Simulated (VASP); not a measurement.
# Cd2Se5 (P-62m) in VASP: single point with PBE

Aim: the single point of Cd2Se5 with PBE.

Everything below comes from runs of VASP 6.6.1. Logs are shortened: lines on timing, memory, paths and dates and some standing lists are left out, and cuts for length are marked.

## (1) The cell of the first run

The structure is hexagonal, space group P-62m (No. 189). The conventional cell has a = 7.199 Å, b = 7.199 Å, c = 5.054 Å, α = 90.00°, β = 90.00°, γ = 120.00°. Within 3.3 Å of Cd (site symmetry -6) lie 5 Se at 2.53 to 2.99 Å. Within 3.3 Å of Se (site symmetry -6) lie 2 Cd at 2.53 Å. Se (site symmetry m2m) has 2 Se at 2.51 Å and 2 Cd at 2.99 Å within 3.3 Å.

## (2) Single point, PBE

INCAR reads:

```
SYSTEM = Cd2Se5
ALGO = Normal
EDIFF = 1E-6
ENCUT = 500
GGA = PE
GGA_COMPAT = .FALSE.
ISIF = 2
ISMEAR = 0
LASPH = .TRUE.
LCHARG = .TRUE.
LELF = .TRUE.
LREAL = .FALSE.
LVHAR = .TRUE.
LWAVE = .FALSE.
NBANDS = 36
NELM = 120
PREC = Accurate
SIGMA = 0.2
```

KPOINTS reads:

```
k-points
0
G
  3 3 3
  0 0 0
```

POSCAR reads:

```
Cd2Se5
1.0
    7.1985107966      0.0000000000      0.0000000000
   -3.5992553983      6.2340932193      0.0000000000
    0.0000000000      0.0000000000      5.0539618032
Cd Se
2 5
Direct
    0.3333333333      0.6666666667      0.0000000000
    0.6666666667      0.3333333333      0.0000000000
    0.3333333333      0.6666666667      0.5000000000
    0.6666666667      0.3333333333      0.5000000000
    0.2011597607      0.0000000000      0.0000000000
    0.0000000000      0.2011597607      0.0000000000
    0.7988402393      0.7988402393      0.0000000000
```

Potentials or basis: VASP PAW PBE potentials, release 64 (Cd, Se).

On the command line:

```console
$ cat potpaw_PBE.64/Cd/POTCAR potpaw_PBE.64/Se/POTCAR > POTCAR
$ mpirun -np 1 vasp_std > vasp.out
```

OUTCAR:

```text
SYSTEM = Cd2Se5
   EDIFF = 1E-6
   ENCUT = 500
   GGA = PE
   ISIF = 2
   ISMEAR = 0
   LASPH = .TRUE.
   LREAL = .FALSE.
   NELM = 120
   PREC = Accurate

 ion  position               nearest neighbor table
   1  0.333  0.667  0.000-   3 2.53   3 2.53   5 2.99   6 2.99   7 2.99
   2  0.667  0.333  0.000-   4 2.53   4 2.53   6 2.99   5 2.99   7 2.99
   3  0.333  0.667  0.500-   1 2.53   1 2.53
   4  0.667  0.333  0.500-   2 2.53   2 2.53
   5  0.201  0.000  0.000-   6 2.51   7 2.51   1 2.99   2 2.99
   6  0.000  0.201  0.000-   5 2.51   7 2.51   2 2.99   1 2.99
   7  0.799  0.799  0.000-   5 2.51   6 2.51   1 2.99   2 2.99

  LATTYP: Found a hexagonal cell.
 ALAT       =     7.1985107966
 C/A-ratio  =     0.7020843541

  Lattice vectors:

 A1 = (   7.1985107966,   0.0000000000,   0.0000000000)
 A2 = (  -3.5992553983,   6.2340932193,   0.0000000000)
 A3 = (   0.0000000000,   0.0000000000,   5.0539618032)

Analysis of symmetry for initial positions (statically):
=====================================================================
 Subroutine PRICEL returns:
 Original cell was already a primitive cell.

 Routine SETGRP: Setting up the symmetry group for a
 hexagonal supercell.

 Subroutine GETGRP returns: Found 12 space group operations
 (whereof 12 operations were pure point group operations)
 out of a pool of 24 trial point group operations.

The static configuration has the point symmetry D_3h.

Analysis of symmetry for dynamics (positions and initial velocities):
=====================================================================
 Subroutine PRICEL returns:
 Original cell was already a primitive cell.

 Routine SETGRP: Setting up the symmetry group for a
 hexagonal supercell.

 Subroutine GETGRP returns: Found 12 space group operations
 (whereof 12 operations were pure point group operations)
 out of a pool of 24 trial point group operations.

The dynamic configuration has the point symmetry D_3h.

 Subroutine INISYM returns: Found 12 space group operations
 (whereof 12 operations are pure point group operations),
 and found     1 'primitive' translations

----------------------------------------------------------------------------------------

                                     Primitive cell

  volume of cell :     226.8025

  direct lattice vectors                    reciprocal lattice vectors
     7.198510797  0.000000000  0.000000000     0.138917622  0.080204126  0.000000000
    -3.599255398  6.234093219  0.000000000     0.000000000  0.160408253  0.000000000
     0.000000000  0.000000000  5.053961803     0.000000000  0.000000000  0.197864574

  length of vectors
     7.198510797  7.198510797  5.053961803     0.160408253  0.160408253  0.197864574

  position of ions in fractional coordinates (direct lattice)
     0.333333333  0.666666667  0.000000000
     0.666666667  0.333333333  0.000000000
     0.333333333  0.666666667  0.500000000
     0.666666667  0.333333333  0.500000000
     0.201159761  0.000000000  0.000000000
     0.000000000  0.201159761  0.000000000
     0.798840239  0.798840239  0.000000000

  ion indices of the primitive-cell ions
   primitive index   ion index
                 1           1
                 2           2
                 3           3
                 4           4
                 5           5
                 6           6
                 7           7

----------------------------------------------------------------------------------------

 KPOINTS: k-points

Automatic generation of k-mesh.
 Grid dimensions read from file:
 generate k-points for:    3    3    3

 Generating k-lattice:

  Cartesian coordinates                     Fractional coordinates (reciprocal lattice)
     0.046305874  0.026734709  0.000000000     0.333333333  0.000000000  0.000000000
     0.000000000  0.053469418  0.000000000     0.000000000  0.333333333  0.000000000
     0.000000000  0.000000000  0.065954858     0.000000000  0.000000000  0.333333333

  Length of vectors
     0.053469418  0.053469418  0.065954858

  Shift w.r.t. Gamma in fractional coordinates (k-lattice)
     0.000000000  0.000000000  0.000000000

 Subroutine IBZKPT returns following result:
 ===========================================

 Found      6 irreducible k-points:

 Following reciprocal coordinates:
            Coordinates               Weight
  0.000000  0.000000  0.000000      1.000000
  0.333333  0.000000  0.000000      6.000000
  0.333333  0.333333  0.000000      2.000000
  0.000000  0.000000  0.333333      2.000000
  0.333333  0.000000  0.333333     12.000000
  0.333333  0.333333  0.333333      4.000000
   k-points           NKPTS =      6   k-points in BZ     NKDIM =      6   number of bands    NBANDS=     36
   number of dos      NEDOS =    301   number of ions     NIONS =      7
   total plane-waves  NPLWV = 116640
   dimension x,y,z NGX =    54 NGY =   54 NGZ =   40
   dimension x,y,z NGXF=   108 NGYF=  108 NGZF=   80
   ions per type =               2   5
   NGX,Y,Z   is equivalent  to a cutoff of  12.47, 12.47, 13.16 a.u.
   NGXF,Y,Z  is equivalent  to a cutoff of  24.94, 24.94, 26.32 a.u.
 SYSTEM =  Cd2Se5
   PREC   = accura    normal or accurate (medium, high low for compatibility)
   ISTART =      0    job   : 0-new  1-cont  2-samecut
   ICHARG =      2    charge: 1-file 2-atom 10-const
   ISPIN  =      1    spin polarized calculation?
   LNONCOLLINEAR =      F non collinear calculations
   LSORBIT =      F    spin-orbit coupling
   LASPH  =      T    aspherical Exc in radial PAW
   ENCUT  =  500.0 eV  36.75 Ry    6.06 a.u.  13.12 13.12  9.21*2*pi/ulx,y,z
   NELM   =    120;   NELMIN=  2; NELMDL= -5     # of ELM steps
   EDIFF  = 0.1E-05   stopping-criterion for ELM
   LREAL  =      F    real-space projection
   EDIFFG = 0.1E-04   stopping-criterion for IOM
   NSW    =      0    number of steps for IOM
   IBRION =     -1    ionic relax: 0-MD 1-quasi-New 2-CG
   NFREE  =      0    steps in history (QN), initial steepest desc. (CG)
   ISIF   =      2    stress and relaxation
   ISYM   =      2    0-nonsym 1-usesym 2-fastsym
   POTIM  = 0.5000    time-step for ionic-motion
   TEBEG  =    0.0;   TEEND  =   0.0 temperature during run
   PSTRESS=    0.0 pullay stress
   NELECT =      54.0000    total number of electrons
   NUPDOWN=      -1.0000    fix difference up-down
   EMIN   =  10.00;   EMAX   =-10.00  energy-range for DOS
   EFERMI =   0.00;   METHOD = LEGACY
   ISMEAR =     0;   SIGMA  =   0.20  broadening in eV -4-tet -1-fermi 0-gaus
   EFERMI_NEDOS =   21; number of points for ismear=-14 and -15
   IALGO  =     38    algorithm
   IMIX   =      4    mixing-type and parameters
     AMIX     =   0.40;   BMIX     =  1.00
     AMIX_MAG =   1.60;   BMIX_MAG =  1.00
  volume/ion in A,a.u.               =      32.40       218.65
  Fermi-wavevector in a.u.,A,eV,Ry     =   1.014667  1.917442 14.007861  1.029549
  Thomas-Fermi vector in A             =   2.147908
   LORBIT       =      0    0 simple, 1 ext, 2 COOP (PROOUT), +10 PAW based schemes
   GGA     = PE    functional components
   LHFCALC =     F    Hartree Fock is set to
   AEXX    =    0.0000 exact exchange contribution
   IVDW    =     0    specifies the selected vdW correction
   LEPSILON=     F    determine dielectric tensor
   LRPA    =     F    only Hartree local field effects (RPA)
 non-spin polarized calculation
 Gauss-broadening in eV      SIGMA  =   0.20
  energy-cutoff  :      500.00
  volume of cell :      226.80
 maximum number of plane-waves:      5793
 NGX is ok and might be reduce to    54
   NGX = 27   NGY = 27   NGZ = 19

 number of electron      53.9999998 magnetization

 Free energy of the ion-electron system (eV)
  ---------------------------------------------------
  ext. energy  EPLUGINS =         0.00000000
  ---------------------------------------------------
  free energy    TOTEN  =       -16.73700072 eV

  energy without entropy =      -16.59586637  energy(sigma->0) =      -16.66643354

 E-fermi :   0.5513     XC(G=0):  -8.1898

 val. band max:        0.5165713840   @ k =   0.3333   0.0000   0.3333
 cond. band min:       0.6401220858   @ k =   0.3333   0.0000   0.0000
 fundamental gap:      0.1235507019
 Fermi energy:         0.5513115383

 k-point     1 :       0.0000    0.0000    0.0000
  band No.  band energies     occupation
      1     -14.3087      2.00000
      2     -11.8742      2.00000
      3     -11.7277      2.00000
      4     -11.2879      2.00000
      5     -11.2879      2.00000
      6      -7.8985      2.00000
[... 28 lines left out ...]
     35       5.5631      0.00000
     36       7.5010      0.00000

 k-point     2 :       0.3333    0.0000    0.0000
  band No.  band energies     occupation
      1     -14.2873      2.00000
      2     -11.9134      2.00000
      3     -11.7794      2.00000
      4     -11.2775      2.00000
      5     -11.2536      2.00000
      6      -7.9369      2.00000
[... 28 lines left out ...]
     35       6.2621      0.00000
     36       7.3722      0.00000

 k-point     3 :       0.3333    0.3333    0.0000
  band No.  band energies     occupation
      1     -14.2765      2.00000
      2     -11.8714      2.00000
      3     -11.8714      2.00000
      4     -11.2519      2.00000
      5     -11.2519      2.00000
      6      -7.9567      2.00000
[... 28 lines left out ...]
     35       7.1426      0.00000
     36       7.1426      0.00000

 k-point     4 :       0.0000    0.0000    0.3333
  band No.  band energies     occupation
      1     -14.2914      2.00000
      2     -11.5121      2.00000
      3     -11.3314      2.00000
      4     -11.2750      2.00000
      5     -11.2750      2.00000
      6      -8.2451      2.00000
[... 28 lines left out ...]
     35       6.5607      0.00000
     36       7.4381      0.00000

 k-point     5 :       0.3333    0.0000    0.3333
  band No.  band energies     occupation
      1     -14.2747      2.00000
      2     -11.5312      2.00000
      3     -11.3945      2.00000
      4     -11.2623      2.00000
      5     -11.2504      2.00000
      6      -8.2104      2.00000
[... 28 lines left out ...]
     35       6.6889      0.00000
     36       6.8175      0.00000

 k-point     6 :       0.3333    0.3333    0.3333
  band No.  band energies     occupation
      1     -14.2663      2.00000
      2     -11.4866      2.00000
      3     -11.4866      2.00000
      4     -11.2436      2.00000
      5     -11.2436      2.00000
      6      -8.1993      2.00000
[... 28 lines left out ...]
     35       6.4349      0.00000
     36       7.2684      0.00000

------------------------ aborting loop because EDIFF is reached ----------------------------------------

  FORCE on cell =-STRESS in cart. coord.  units (eV):
  Direction    XX          YY          ZZ          XY          YZ          ZX
  --------------------------------------------------------------------------------------
  -------------------------------------------------------------------------------------
  Total        0.1278663      0.1278663      0.5455956      0.0000000      0.0000000      0.0000000
  in kB        0.9032726      0.9032726      3.8541935      0.0000000      0.0000000      0.0000000
  external PRESSURE =       1.8869129 kB  Pullay stress =       0.0000000 kB

 VOLUME and BASIS-vectors are now :
 -----------------------------------------------------------------------------
  energy-cutoff  :      500.00
  volume of cell :      226.80
      direct lattice vectors                 reciprocal lattice vectors
     7.198510797  0.000000000  0.000000000     0.138917622  0.080204126  0.000000000
    -3.599255398  6.234093219  0.000000000     0.000000000  0.160408253  0.000000000
     0.000000000  0.000000000  5.053961803     0.000000000  0.000000000  0.197864574

 POSITION                                       TOTAL-FORCE (eV/Angst)
 -----------------------------------------------------------------------------------
     -0.00000      4.15606      0.00000        -0.000000      0.000000      0.000000
      3.59926      2.07803      0.00000        -0.000000      0.000000      0.000000
     -0.00000      4.15606      2.52698        -0.000000     -0.000000      0.000000
      3.59926      2.07803      2.52698        -0.000000      0.000000      0.000000
      1.44805      0.00000      0.00000        -0.004931      0.000000     -0.000000
     -0.72403      1.25405      0.00000         0.002465     -0.004270      0.000000
      2.87523      4.98004      0.00000         0.002465      0.004270     -0.000000
 -----------------------------------------------------------------------------------
    total drift:                               -0.000000     -0.000000      0.000000

  FREE ENERGIE OF THE ION-ELECTRON SYSTEM (eV)
  ---------------------------------------------------
  free  energy   TOTEN  =       -16.7370007172 eV

  energy  without entropy=      -16.5958663701  energy(sigma->0) =      -16.66643354
```

Wall time 89 s (1 thread of Intel Xeon 6975P-C, shared host); peak memory 0.33 GiB.

What came out:

* Free energy: -16.7370 eV
* Pressure: 0.2 GPa
* Largest force: 0.005 eV/Å
* Band gap on the k mesh: zero (band 27 reaches 0.73 eV, above the bottom of band 28 at 0.17 eV)

Forces in eV/Å, atoms in the order of the input:
```
Cd   0.000  0.000  0.000
Cd   0.000  0.000  0.000
Se   0.000  0.000  0.000
Se   0.000  0.000  0.000
Se  -0.005  0.000  0.000
Se   0.002 -0.004  0.000
Se   0.002  0.004  0.000
```

Levels at points of the mesh, in eV from the Fermi level:
| k point | band 23 | band 24 | band 25 | band 26 | band 27 | band 28 | band 29 | band 30 | band 31 | band 32 |
| --- | --- | --- | --- | --- | --- | --- | --- | --- | --- | --- |
| (0.00, 0.00, 0.00) | -1.10 | -1.10 | -0.78 | -0.78 | -0.38 | -0.38 | 0.49 | 1.44 | 1.44 | 3.45 |

Caveat: the k points lie up to 0.41 Å⁻¹ apart.
